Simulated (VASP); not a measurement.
# Si in VASP: settings compared

Si is run at these levels: r2SCAN, HSE06; tasks: single point.

Everything below comes from runs of VASP 6.6.1. Logs are shortened: lines on timing, memory, paths and dates and some standing lists are left out, and cuts for length are marked.

### 1 The cell of the first run

Symmetry: R-3m, No. 166, trigonal system. The conventional cell has a = 3.850 Å, b = 3.850 Å, c = 9.571 Å, α = 90.00°, β = 90.00°, γ = 120.00°. Si (site symmetry 3m) has 4 Si at 2.37 to 2.38 Å within 3.1 Å.

### 2 Single point, r2SCAN (strain along [111] +1.5%)

POSCAR reads:

```
Si
1.0
    0.0272211890      2.7493400848      2.7493400848
    2.7493400848      0.0272211890      2.7493400848
    2.7493400848      2.7493400848      0.0272211890
Si
2
Direct
    0.0005776340      0.0005776340      0.0005776340
    0.2494223660      0.2494223660      0.2494223660
```

INCAR.step1 reads:

```
  PREC = Accurate
  ENCUT = 520
  ISMEAR = 0
  SIGMA = 0.01
  LREAL = False
  LASPH = True
  NELM = 60
  NBANDS = 11
  GGA = PE
  ALGO = Normal
  EDIFF = 1E-4
  LWAVE = True
  LCHARG = False
```

INCAR.step2 reads:

```
  PREC = Accurate
  ENCUT = 520
  EDIFF = 1E-7
  ISMEAR = 0
  SIGMA = 0.01
  LREAL = False
  LASPH = True
  NELM = 60
  ALGO = Normal
  ISIF = 2
  LWAVE = False
  LCHARG = False
  METAGGA = R2SCAN
  LMIXTAU = True
  NBANDS = 11
  ISTART = 1
```

KPOINTS reads:

```
Automatic mesh
0
Gamma
  8 8 8
```

Potentials or basis: VASP PAW PBE potentials, release 64 (Si).

The run is started by

```bash
cat potpaw_PBE.64/Si/POTCAR > POTCAR
cp INCAR.step1 INCAR
mpirun -np 1 vasp_std > vasp.out
cp INCAR.step2 INCAR
mpirun -np 1 vasp_std > vasp.out
```

OUTCAR:

```text
PREC = Accurate
   ENCUT = 520
   EDIFF = 1E-7
   ISMEAR = 0
   LREAL = False
   LASPH = True
   NELM = 60
   ISIF = 2
   METAGGA = R2SCAN
   ISTART = 1

 ion  position               nearest neighbor table
   1  0.001  0.001  0.001-   2 2.37   2 2.37   2 2.37   2 2.38
   2  0.249  0.249  0.249-   1 2.37   1 2.37   1 2.37   1 2.38

  LATTYP: Found a trigonal (rhomboedric) cell.
 ALAT       =     3.8882493229
 COS(alpha) =     0.5098759986

  Lattice vectors:

 A1 = (   0.0272211890,   2.7493400848,   2.7493400848)
 A2 = (   2.7493400848,   0.0272211890,   2.7493400848)
 A3 = (   2.7493400848,   2.7493400848,   0.0272211890)

Analysis of symmetry for initial positions (statically):
=====================================================================
 Subroutine PRICEL returns:
 Original cell was already a primitive cell.

 Routine SETGRP: Setting up the symmetry group for a
 trigonal (rhombohedral) supercell.

 Subroutine GETGRP returns: Found 12 space group operations
 (whereof  6 operations were pure point group operations)
 out of a pool of 12 trial point group operations.

The static configuration has the point symmetry C_3v.
 The point group associated with its full space group is D_3d.

Analysis of symmetry for dynamics (positions and initial velocities):
=====================================================================
 Subroutine PRICEL returns:
 Original cell was already a primitive cell.

 Routine SETGRP: Setting up the symmetry group for a
 trigonal (rhombohedral) supercell.

 Subroutine GETGRP returns: Found 12 space group operations
 (whereof  6 operations were pure point group operations)
 out of a pool of 12 trial point group operations.

The dynamic configuration has the point symmetry C_3v.
 The point group associated with its full space group is D_3d.

 Subroutine INISYM returns: Found 12 space group operations
 (whereof  6 operations are pure point group operations),
 and found     1 'primitive' translations

----------------------------------------------------------------------------------------

                                     Primitive cell

  volume of cell :      40.9465

  direct lattice vectors                    reciprocal lattice vectors
     0.027221189  2.749340085  2.749340085    -0.184585271  0.182775612  0.182775612
     2.749340085  0.027221189  2.749340085     0.182775612 -0.184585271  0.182775612
     2.749340085  2.749340085  0.027221189     0.182775612  0.182775612 -0.184585271

  length of vectors
     3.888249323  3.888249323  3.888249323     0.317624890  0.317624890  0.317624890

  position of ions in fractional coordinates (direct lattice)
     0.000577634  0.000577634  0.000577634
     0.249422366  0.249422366  0.249422366

  ion indices of the primitive-cell ions
   primitive index   ion index
                 1           1
                 2           2

----------------------------------------------------------------------------------------

 KPOINTS: Automatic mesh

Automatic generation of k-mesh.
 Grid dimensions read from file:
 generate k-points for:    8    8    8

 Generating k-lattice:

  Cartesian coordinates                     Fractional coordinates (reciprocal lattice)
    -0.023073159  0.022846951  0.022846951     0.125000000  0.000000000  0.000000000
     0.022846951 -0.023073159  0.022846951     0.000000000  0.125000000  0.000000000
     0.022846951  0.022846951 -0.023073159     0.000000000  0.000000000  0.125000000

  Length of vectors
     0.039703111  0.039703111  0.039703111

  Shift w.r.t. Gamma in fractional coordinates (k-lattice)
     0.000000000  0.000000000  0.000000000

 Subroutine IBZKPT returns following result:
 ===========================================

 Found     65 irreducible k-points:

 Following reciprocal coordinates:
            Coordinates               Weight
  0.000000  0.000000  0.000000      1.000000
  0.125000  0.000000 -0.000000      6.000000
  0.250000  0.000000 -0.000000      6.000000
  0.375000  0.000000  0.000000      6.000000
  0.500000  0.000000 -0.000000      3.000000
  0.125000  0.125000  0.000000      6.000000
[... 16 lines left out ...]
  0.250000  0.125000  0.125000      6.000000
  0.375000  0.125000  0.125000      6.000000
 [... further k-points ...]
   k-points           NKPTS =     65   k-points in BZ     NKDIM =     65   number of bands    NBANDS=     11
   number of dos      NEDOS =    301   number of ions     NIONS =      2
   total plane-waves  NPLWV =  27000
   dimension x,y,z NGX =    30 NGY =   30 NGZ =   30
   dimension x,y,z NGXF=    60 NGYF=   60 NGZF=   60
   ions per type =               2
   NGX,Y,Z   is equivalent  to a cutoff of  12.83, 12.83, 12.83 a.u.
   NGXF,Y,Z  is equivalent  to a cutoff of  25.65, 25.65, 25.65 a.u.
 SYSTEM =  unknown system
   PREC   = accura    normal or accurate (medium, high low for compatibility)
   ISTART =      1    job   : 0-new  1-cont  2-samecut
   ICHARG =      0    charge: 1-file 2-atom 10-const
   ISPIN  =      1    spin polarized calculation?
   LNONCOLLINEAR =      F non collinear calculations
   LSORBIT =      F    spin-orbit coupling
   LASPH  =      T    aspherical Exc in radial PAW
   ENCUT  =  520.0 eV  38.22 Ry    6.18 a.u.   7.23  7.23  7.23*2*pi/ulx,y,z
   NELM   =     60;   NELMIN=  2; NELMDL=  0     # of ELM steps
   EDIFF  = 0.1E-06   stopping-criterion for ELM
   LREAL  =      F    real-space projection
   EDIFFG = 0.1E-05   stopping-criterion for IOM
   NSW    =      0    number of steps for IOM
   IBRION =     -1    ionic relax: 0-MD 1-quasi-New 2-CG
   NFREE  =      0    steps in history (QN), initial steepest desc. (CG)
   ISIF   =      2    stress and relaxation
   ISYM   =      2    0-nonsym 1-usesym 2-fastsym
   POTIM  = 0.5000    time-step for ionic-motion
   TEBEG  =    0.0;   TEEND  =   0.0 temperature during run
   PSTRESS=    0.0 pullay stress
   NELECT =       8.0000    total number of electrons
   NUPDOWN=      -1.0000    fix difference up-down
   EMIN   =  10.00;   EMAX   =-10.00  energy-range for DOS
   EFERMI =   0.00;   METHOD = LEGACY
   ISMEAR =     0;   SIGMA  =   0.01  broadening in eV -4-tet -1-fermi 0-gaus
   EFERMI_NEDOS =   21; number of points for ismear=-14 and -15
   IALGO  =     38    algorithm
   IMIX   =      4    mixing-type and parameters
     AMIX     =   0.40;   BMIX     =  1.00
     AMIX_MAG =   1.60;   BMIX_MAG =  1.00
  volume/ion in A,a.u.               =      20.47       138.16
  Fermi-wavevector in a.u.,A,eV,Ry     =   0.949946  1.795138 12.277870  0.902398
  Thomas-Fermi vector in A             =   2.078277
   LORBIT       =      0    0 simple, 1 ext, 2 COOP (PROOUT), +10 PAW based schemes
   METAGGA = R2SCAN    functional components
   LHFCALC =     F    Hartree Fock is set to
   AEXX    =    0.0000 exact exchange contribution
   IVDW    =     0    specifies the selected vdW correction
   LEPSILON=     F    determine dielectric tensor
   LRPA    =     F    only Hartree local field effects (RPA)
 non-spin polarized calculation
 Gauss-broadening in eV      SIGMA  =   0.01
  energy-cutoff  :      520.00
  volume of cell :       40.95
 maximum number of plane-waves:      1117
 NGX is ok and might be reduce to    30
   NGX = 15   NGY = 15   NGZ = 15

 number of electron       8.0000001 magnetization

 Free energy of the ion-electron system (eV)
  ---------------------------------------------------
  ext. energy  EPLUGINS =         0.00000000
  ---------------------------------------------------
  free energy    TOTEN  =       -17.54053064 eV

  energy without entropy =      -17.54053064  energy(sigma->0) =      -17.54053064

 E-fermi :   5.6375     XC(G=0):  -9.7658

 val. band max:        5.5586357808   @ k =   0.0000   0.0000   0.0000
 cond. band min:       6.3572736083   @ k =   0.3750   0.3750   0.0000
 fundamental gap:      0.7986378275
 Fermi energy:         5.6375273611

 k-point     1 :       0.0000    0.0000    0.0000
  band No.  band energies     occupation
      1      -6.8550      2.00000
      2       5.4246      2.00000
      3       5.5586      2.00000
      4       5.5586      2.00000
      5       8.1170      0.00000
      6       8.3197      0.00000
      7       8.3197      0.00000
      8       9.2588      0.00000
      9      13.6307      0.00000
     10      13.6307      0.00000
     11      14.1154      0.00000

 k-point     2 :       0.1250    0.0000   -0.0000
  band No.  band energies     occupation
      1      -6.6425      2.00000
      2       3.9245      2.00000
      3       5.1428      2.00000
      4       5.2495      2.00000
      5       8.2011      0.00000
      6       8.6270      0.00000
      7       8.7649      0.00000
      8      10.6254      0.00000
      9      13.1293      0.00000
     10      13.1734      0.00000
     11      14.9114      0.00000

 k-point     3 :       0.2500    0.0000   -0.0000
  band No.  band energies     occupation
      1      -6.0226      2.00000
      2       1.5179      2.00000
      3       4.6572      2.00000
      4       4.7418      2.00000
      5       7.7526      0.00000
      6       9.1839      0.00000
      7       9.3032      0.00000
      8      12.8314      0.00000
      9      13.1176      0.00000
     10      13.1915      0.00000
     11      15.1178      0.00000

 k-point     4 :       0.3750    0.0000    0.0000
  band No.  band energies     occupation
      1      -5.0936      2.00000
      2      -0.5795      2.00000
      3       4.3200      2.00000
      4       4.3860      2.00000
      5       7.3872      0.00000
      6       9.1549      0.00000
      7       9.2480      0.00000
      8      13.9084      0.00000
      9      14.4670      0.00000
     10      14.6866      0.00000
     11      15.8134      0.00000

 k-point     5 :       0.5000    0.0000   -0.0000
  band No.  band energies     occupation
      1      -4.4328      2.00000
      2      -1.6398      2.00000
      3       4.2048      2.00000
      4       4.2636      2.00000
      5       7.2571      0.00000
      6       9.0450      0.00000
      7       9.1356      0.00000
      8      13.7722      0.00000
      9      16.5222      0.00000
     10      16.7478      0.00000
     11      17.1619      0.00000
[... 211 lines left out ...]
 k-point    21 :       0.5000    0.5000    0.0000
  band No.  band energies     occupation
      1      -2.5918      2.00000
      2      -2.5475      2.00000
      3       2.4997      2.00000
      4       2.6275      2.00000
      5       6.4009      0.00000
      6       6.5507      0.00000
      7      16.1469      0.00000
      8      16.2112      0.00000
      9      17.0506      0.00000
     10      17.0512      0.00000
     11      18.6500      0.00000

 k-point    22 :       0.1250    0.1250    0.1250
  band No.  band energies     occupation
      1      -6.6492      2.00000
      2       3.7706      2.00000
      3       5.2733      2.00000
      4       5.2733      2.00000
      5       8.3361      0.00000
      6       8.7419      0.00000
      7       8.7419      0.00000
      8      10.4660      0.00000
      9      13.1882      0.00000
     10      13.1882      0.00000
     11      14.8514      0.00000

 k-point    23 :       0.2500    0.1250    0.1250
  band No.  band energies     occupation
      1      -6.3036      2.00000
      2       2.7282      2.00000
      3       3.8430      2.00000
      4       5.2419      2.00000
      5       8.8731      0.00000
      6       8.9014      0.00000
      7       9.1463      0.00000
      8      11.4186      0.00000
      9      12.3012      0.00000
     10      13.9295      0.00000
     11      15.8772      0.00000

 k-point    24 :       0.3750    0.1250    0.1250
  band No.  band energies     occupation
      1      -5.5687      2.00000
      2       0.7937      2.00000
      3       3.0754      2.00000
      4       4.7244      2.00000
      5       8.5067      0.00000
      6       9.4757      0.00000
      7       9.6299      0.00000
      8      12.3540      0.00000
      9      12.4794      0.00000
     10      15.8348      0.00000
     11      15.9702      0.00000

 [... further k-points ...]
[... 5 lines left out ...]
  --------------------------------------------------------------------------------------
  -------------------------------------------------------------------------------------
  Total       -0.4144379     -0.4144379     -0.4144379     -0.2061096     -0.2061096     -0.2061096
  in kB      -16.2163349    -16.2163349    -16.2163349     -8.0647595     -8.0647595     -8.0647595
  external PRESSURE =     -16.2163349 kB  Pullay stress =       0.0000000 kB

 VOLUME and BASIS-vectors are now :
 -----------------------------------------------------------------------------
  energy-cutoff  :      520.00
  volume of cell :       40.95
      direct lattice vectors                 reciprocal lattice vectors
     0.027221189  2.749340085  2.749340085    -0.184585271  0.182775612  0.182775612
     2.749340085  0.027221189  2.749340085     0.182775612 -0.184585271  0.182775612
     2.749340085  2.749340085  0.027221189     0.182775612  0.182775612 -0.184585271

 POSITION                                       TOTAL-FORCE (eV/Angst)
 -----------------------------------------------------------------------------------
      0.00319      0.00319      0.00319        -0.000906     -0.000906     -0.000906
      1.37828      1.37828      1.37828         0.000906      0.000906      0.000906
 -----------------------------------------------------------------------------------
    total drift:                                0.000000      0.000000      0.000000

  FREE ENERGIE OF THE ION-ELECTRON SYSTEM (eV)
  ---------------------------------------------------
  free  energy   TOTEN  =       -17.5405306437 eV

  energy  without entropy=      -17.5405306437  energy(sigma->0) =      -17.54053064
```

Run time: 1.9 min. Hardware: 1 thread of Intel Xeon 6975P-C, shared host; peak memory 0.17 GiB.

Results:

```
Free energy            : -17.5405 eV
Pressure               : -1.6 GPa
Band gap on the k mesh : 0.80 eV, indirect (least direct gap 2.56 eV)
```

Stress tensor (GPa, compression positive):
```
-1.62 -0.81 -0.81
-0.81 -1.62 -0.81
-0.81 -0.81 -1.62
```

Caveat: the cell differs from its parent crystal (strain along [111] +1.5%); the PAW data sets were made with another functional, which shifts forces and pressure a little. A k mesh can miss the band edges.

### 3 Single point, HSE06

This run uses another cell than the first one, of 20.17 Å³/atom, 0.985 times its volume.

POSCAR reads:

```
Si
1.0
    0.0000000000      2.7221188958      2.7221188958
    2.7221188958      0.0000000000      2.7221188958
    2.7221188958      2.7221188958      0.0000000000
Si
2
Direct
    0.0000000000      0.0000000000      0.0000000000
    0.2500000000      0.2500000000      0.2500000000
```

INCAR.step1 reads:

```
ALGO = Normal
EDIFF = 1E-5
ENCUT = 520
GGA = PE
ISIF = 2
ISMEAR = 0
LASPH = True
LCHARG = False
LREAL = False
LWAVE = True
NBANDS = 11
NELM = 100
PREC = Accurate
SIGMA = 0.01
```

INCAR.step2 reads:

```
ALGO = Normal
EDIFF = 1E-6
ENCUT = 520
GGA = PE
HFSCREEN = 0.2079
ISIF = 2
ISMEAR = 0
ISTART = 1
LASPH = True
LCHARG = False
LHFCALC = True
LREAL = False
LWAVE = False
NBANDS = 11
NELM = 100
PREC = Accurate
PRECFOCK = Normal
SIGMA = 0.01
```

KPOINTS reads:

```
k-points
0
Gamma
  6 6 6
```

Potentials or basis: VASP PAW PBE potentials, release 64 (Si).

The run is started by

```bash
cat potpaw_PBE.64/Si/POTCAR > POTCAR
cp INCAR.step1 INCAR
mpirun -np 1 vasp_std > vasp.out
cp INCAR.step2 INCAR
mpirun -np 1 vasp_std > vasp.out
```

Run time: 14 min. Hardware: 1 thread of Intel Xeon 6975P-C, shared host; peak memory 0.27 GiB.

The run converged. Its results:

```yaml
Free_energy: -12.5327 eV
Pressure: -0.5 GPa
Band_gap_on_the_k_mesh: 1.31 eV, indirect (least direct gap 3.32 eV)
```

Levels at points of the mesh, in eV from the valence-band top:
| k point | band 1 | band 2 | band 3 | band 4 | band 5 | band 6 | band 7 | band 8 | band 9 |
| --- | --- | --- | --- | --- | --- | --- | --- | --- | --- |
| (0.00, 0.00, 0.00) | -13.23 | 0.00 | 0.00 | 0.00 | 3.32 | 3.32 | 3.32 | 4.23 | 8.77 |
| (0.50, 0.00, 0.00) | -10.66 | -7.67 | -1.30 | -1.30 | 2.22 | 4.14 | 4.14 | 8.61 | 11.78 |
| (0.50, 0.50, 0.00) | -8.64 | -8.64 | -3.11 | -3.11 | 1.31 | 1.31 | 11.42 | 11.42 | 12.21 |

Caveat: the PAW data sets were made with another functional, which shifts forces and pressure a little. A k mesh can miss the band edges.

### 4 Single point, HSE06 (strain +2.0%)

POSCAR reads:

```
Si
1.0
    0.0000000000      2.7765612738      2.7765612738
    2.7765612738      0.0000000000      2.7765612738
    2.7765612738      2.7765612738      0.0000000000
Si
2
Direct
    0.0000000000      0.0000000000      0.0000000000
    0.2500000000      0.2500000000      0.2500000000
```

INCAR.step1 reads:

```
  PREC = Accurate
  ENCUT = 520
  EDIFF = 1E-5
  ISMEAR = 0
  SIGMA = 0.01
  LREAL = F
  LASPH = T
  NELM = 80
  ALGO = Normal
  ISIF = 2
  LWAVE = T
  LCHARG = F
  GGA = PE
  NBANDS = 11
```

INCAR.step2 reads:

```
  PREC = Accurate
  ENCUT = 520
  EDIFF = 1E-7
  ISMEAR = 0
  SIGMA = 0.01
  LREAL = F
  LASPH = T
  NELM = 80
  ALGO = Normal
  ISIF = 2
  LWAVE = F
  LCHARG = F
  GGA = PE
  LHFCALC = T
  HFSCREEN = 0.2079
  PRECFOCK = Normal
  ISTART = 1
  NBANDS = 11
```

KPOINTS reads:

```
Automatic mesh
0
Gamma
  6 6 6
```

The run is started by

```bash
cat potpaw_PBE.64/Si/POTCAR > POTCAR
cp INCAR.step1 INCAR
mpirun -np 1 vasp_std > vasp.out
cp INCAR.step2 INCAR
mpirun -np 1 vasp_std > vasp.out
```

It took 17 min on 1 thread of Intel Xeon 6975P-C, shared host; peak memory 0.28 GiB.

It converged, with:

```
Free energy            : -12.4835 eV
Pressure               : -5.6 GPa
Band gap on the k mesh : 1.40 eV, indirect (least direct gap 3.23 eV)
```

Levels at points of the mesh, in eV from the valence-band top:
| k point | band 1 | band 2 | band 3 | band 4 | band 5 | band 6 | band 7 | band 8 |
| --- | --- | --- | --- | --- | --- | --- | --- | --- |
| (0.00, 0.00, 0.00) | -12.80 | 0.00 | 0.00 | 0.00 | 3.29 | 3.29 | 3.29 | 3.51 |
| (0.50, 0.00, 0.00) | -10.39 | -7.38 | -1.25 | -1.25 | 1.98 | 4.15 | 4.15 | 8.52 |
| (0.50, 0.50, 0.00) | -8.44 | -8.44 | -2.94 | -2.94 | 1.41 | 1.41 | 10.89 | 10.89 |

Caveat: the cell differs from its parent crystal (strain +2.0%); the PAW data sets were made with another functional, which shifts forces and pressure a little. A k mesh can miss the band edges.

### 5 The runs side by side

```csv
level,cell,k mesh,grid for exact exchange (PRECFOCK),screening parameter,gap on the mesh (eV),pressure (GPa)
r2SCAN,"a = 3.888 Å, angles 59.3°, 2 atoms",8 × 8 × 8,-,-,0.80,-1.6
HSE06,"a = 3.850 Å, angles 60.0°, 2 atoms",6 × 6 × 6,Normal,0.2079 1/Å,1.31,-0.5
HSE06,"a = 3.927 Å, angles 60.0°, 2 atoms",6 × 6 × 6,Normal,0.2079 1/Å,1.40,-5.6
```

Alike in all rows: task single point; potentials or basis VASP PAW PBE potentials, release 64 (Si); no spin polarisation; cutoff (eV) 520; smearing gaussian 0.01 eV.

Caveats: the PAW data sets were made with another functional, which shifts forces and pressure a little.

Total energies depend on the potentials used, so only differences within one code and one set of settings carry meaning.
